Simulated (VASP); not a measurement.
# GaP (F-43m) in VASP: a series of runs, part 2 of 2

VASP 6.6.1.

### Step 4. Vibrations by perturbation theory, PBE

This run uses another cell than the first one, of 17.50 Å³/atom, 0.849 times its volume.

Input file INCAR:

```
ALGO = Normal
EDIFF = 1E-8
ENCUT = 520
GGA = PE
IBRION = 8
ISIF = 2
ISMEAR = 0
LASPH = True
LCHARG = True
LEPSILON = True
LREAL = False
LWAVE = False
NBANDS = 16
NELM = 100
NSW = 1
PREC = Accurate
SIGMA = 0.01
```

Input file KPOINTS:

```
k-points
0
Gamma
  10 10 10
```

Input file POSCAR:

```
GaP
1.0
    0.0000000000      2.5960801509      2.5960801509
    2.5960801509      0.0000000000      2.5960801509
    2.5960801509      2.5960801509      0.0000000000
Ga P
1 1
Direct
    0.0000000000      0.0000000000      0.0000000000
    0.7500000000      0.7500000000      0.7500000000
```

Potentials or basis: VASP PAW PBE potentials, release 64 (Ga_d, P).

On the command line:

```console
cat potpaw_PBE.64/Ga_d/POTCAR potpaw_PBE.64/P/POTCAR > POTCAR
mpirun -np 1 vasp_std > vasp.out
```

OUTCAR:

```text
EDIFF = 1E-8
   ENCUT = 520
   GGA = PE
   IBRION = 8
   ISIF = 2
   ISMEAR = 0
   LASPH = True
   LEPSILON = True
   LREAL = False
   NELM = 100
   NSW = 1
   PREC = Accurate

 ion  position               nearest neighbor table
   1  0.000  0.000  0.000-   2 2.25   2 2.25   2 2.25   2 2.25
   2  0.750  0.750  0.750-   1 2.25   1 2.25   1 2.25   1 2.25

  LATTYP: Found a face centered cubic cell.
 ALAT       =     5.1921603018

  Lattice vectors:

 A1 = (   0.0000000000,   2.5960801509,   2.5960801509)
 A2 = (   2.5960801509,   0.0000000000,   2.5960801509)
 A3 = (   2.5960801509,   2.5960801509,   0.0000000000)

Analysis of symmetry for initial positions (statically):
=====================================================================
 Subroutine PRICEL returns:
 Original cell was already a primitive cell.

 Routine SETGRP: Setting up the symmetry group for a
 face centered cubic supercell.

 Subroutine GETGRP returns: Found 24 space group operations
 (whereof 24 operations were pure point group operations)
 out of a pool of 48 trial point group operations.

The static configuration has the point symmetry T_d .

Analysis of symmetry for dynamics (positions and initial velocities):
=====================================================================
 Subroutine PRICEL returns:
 Original cell was already a primitive cell.

 Routine SETGRP: Setting up the symmetry group for a
 face centered cubic supercell.

 Subroutine GETGRP returns: Found 24 space group operations
[... 714 lines left out ...]
          XX          YY          ZZ          XY          YZ          ZX
  --------------------------------------------------------------------------------
  x     0.00000     0.00000     0.00000     0.00000     0.73371     0.00000
  y    -0.00000    -0.00000    -0.00000     0.00000     0.00000     0.73371
  z     0.00000     0.00000    -0.00000     0.73371     0.00000     0.00000

 BORN EFFECTIVE CHARGES (including local field effects) (in |e|, cummulative output)
 ---------------------------------------------------------------------------------
 ion    1
    1     1.94557     0.00000     0.00000
    2     0.00000     1.94557     0.00000
    3     0.00000     0.00000     1.94557
 ion    2
    1    -1.94557    -0.00000    -0.00000
    2    -0.00000    -1.94557    -0.00000
    3     0.00000     0.00000    -1.94557

 INTERNAL STRAIN TENSOR FOR ION    2 for displacements in x,y,z  (eV/Angst):
          X           Y           Z          XY          YZ          ZX
  --------------------------------------------------------------------------------
  x    -0.00000     0.00000     0.00000     0.00000    14.29419     0.00000
  y     0.00000    -0.00000     0.00000     0.00000     0.00000    14.29419
  z     0.00000     0.00000    -0.00000    14.29419     0.00000     0.00000

 SECOND DERIVATIVES (NOT SYMMETRIZED)
 ------------------------------------
               1X          1Y          1Z          2X          2Y          2Z
  1X   -14.163850    0.000000    0.000000   14.163850    0.000000    0.000000
  1Y     0.000000  -14.163850    0.000000    0.000000   14.163850    0.000000
  1Z     0.000000    0.000000  -14.163850    0.000000    0.000000   14.163850
  2X    14.140043    0.000000    0.000000  -14.140043    0.000000    0.000000
  2Y     0.000000   14.140043    0.000000    0.000000  -14.140043    0.000000
  2Z     0.000000    0.000000   14.140043    0.000000    0.000000  -14.140043

 Eigenvectors and eigenvalues of the dynamical matrix
 ----------------------------------------------------

   1 f  =   12.697264 THz    79.779260 2PiTHz  423.535124 cm-1    52.511639 meV
             X         Y         Z           dx          dy          dz
      0.000000  0.000000  0.000000     0.000000    0.554937    0.000000
      3.894120  3.894120  3.894120     0.000000   -0.831893    0.000000
[... 21 lines left out ...]
   6 f/i=    0.004930 THz     0.030979 2PiTHz    0.164462 cm-1     0.020391 meV
             X         Y         Z           dx          dy          dz
      0.000000  0.000000  0.000000     0.000000    0.000000    0.831893
      3.894120  3.894120  3.894120     0.000000    0.000000    0.554937

--------------------------------------------------------------------------------------------------------

 MACROSCOPIC STATIC DIELECTRIC TENSOR IONIC CONTRIBUTION
 ------------------------------------------------------
           1.383116    -0.000000    -0.000000
          -0.000000     1.383116    -0.000000
          -0.000000    -0.000000     1.383116
 ------------------------------------------------------

 ELASTIC MODULI CONTR FROM IONIC RELAXATION (kBar)
 Direction    XX          YY          ZZ          XY          YZ          ZX
 --------------------------------------------------------------------------------
 XX          -0.0000      0.0000      0.0000     -0.0000      0.0000      0.0000
 YY           0.0000     -0.0000     -0.0000     -0.0000     -0.0000      0.0000
 ZZ           0.0000     -0.0000     -0.0000      0.0000     -0.0000      0.0000
 XY          -0.0000     -0.0000      0.0000   -657.6654      0.0000      0.0000
 YZ           0.0000     -0.0000     -0.0000      0.0000   -657.6654      0.0000
 ZX           0.0000      0.0000      0.0000      0.0000      0.0000   -657.6654
 --------------------------------------------------------------------------------

 PIEZOELECTRIC TENSOR IONIC CONTR  for field in x, y, z        (C/m^2)
          XX          YY          ZZ          XY          YZ          ZX
  --------------------------------------------------------------------------------
  x     0.00000    -0.00000    -0.00000     0.00000    -0.89744     0.00000
  y     0.00000     0.00000     0.00000     0.00000     0.00000    -0.89744
  z    -0.00000    -0.00000     0.00000    -0.89744     0.00000     0.00000
```

OSZICAR:

```text
N       E                     dE             d eps       ncg     rms          rms(c)
DAV:   1     0.783890629224E+02    0.78389E+02   -0.89983E+03  1584   0.170E+03
[... 199 lines left out ...]
RMM:   6    -0.482727820983E-01    0.14618E-04   -0.16150E-06 11032   0.702E-03    0.476E-03
RMM:   7    -0.482683140807E-01    0.44680E-05    0.15880E-07 11163   0.270E-03    0.404E-04
RMM:   8    -0.482681520073E-01    0.16207E-06   -0.13498E-07 11159   0.876E-04    0.808E-05
RMM:   9    -0.482680276541E-01    0.12435E-06   -0.12382E-08 11068   0.340E-04    0.144E-05
RMM:  10    -0.482679590976E-01    0.68557E-07   -0.92750E-09 10986   0.116E-04    0.340E-06
RMM:  11    -0.482679760219E-01   -0.16924E-07   -0.23113E-09 11501   0.419E-05    0.264E-06
RMM:  12    -0.482679694851E-01    0.65368E-08   -0.13754E-09 10590   0.152E-05    0.646E-07
 Linear response finished
```

stdout:

```text
POSCAR found type information on POSCAR GaP
 POSCAR found :  2 types and       2 ions
 scaLAPACK will be used
 LDA part: xc-table for (Slater+PW92), standard interpolation
 POSCAR, INCAR and KPOINTS ok, starting setup
 FFT: planning ... GRIDC
 FFT: planning ... GRID_SOFT
 FFT: planning ... GRID
 WAVECAR not read
 entering main loop
[... 23 lines left out ...]
  Direction:   3
 dielectric tensor                  component  3 :     1.976     2.235     9.887
 Linear response DOF=           2
 Linear response progress:
 first order change of Fermi-energy  -0.89111E-04
 force on displaced ion       1 direction 1 : -14.164   0.000   0.000
 Born effective charge ion    1 direction 1 :   1.929   0.000   0.000
 Linear response progress:
 first order change of Fermi-energy   0.24221E-03
 force on displaced ion       2 direction 1 : -14.140  -0.000  -0.000
 Born effective charge ion    2 direction 1 :  -1.958   0.000   0.000
 Born effective charges drift removed
 Linear response finished
```

Run time: 13 min. Hardware: 1 thread of Intel Xeon Platinum 8259CL at 2.50GHz (Skylake/Cascade Lake), shared host; peak memory 0.37 GiB.

Results:

```
Electronic dielectric tensor (diagonal)                 : 9.89
Born charges (mean of the diagonal)                     : Ga +1.95; P -1.95 e
Highest phonon frequency at Γ, LO-TO splitting left out : 424 cm⁻¹
```

Phonon frequencies in cm⁻¹ (negative: imaginary):
```csv
q point,frequencies
"(0.000, 0.000, 0.000)",0 0 0 424 424 424
```

Electronic dielectric tensor:
```
9.89 0.00 0.00
0.00 9.89 0.00
0.00 0.00 9.89
```

Born effective charge tensors (e):
atom 1, Ga
```
1.95 0.00 0.00
0.00 1.95 0.00
0.00 0.00 1.95
```
atom 2, P
```
-1.95  0.00  0.00
 0.00 -1.95  0.00
 0.00  0.00 -1.95
```

Caveat: the cell wasn't relaxed at this level first, which shifts response properties.
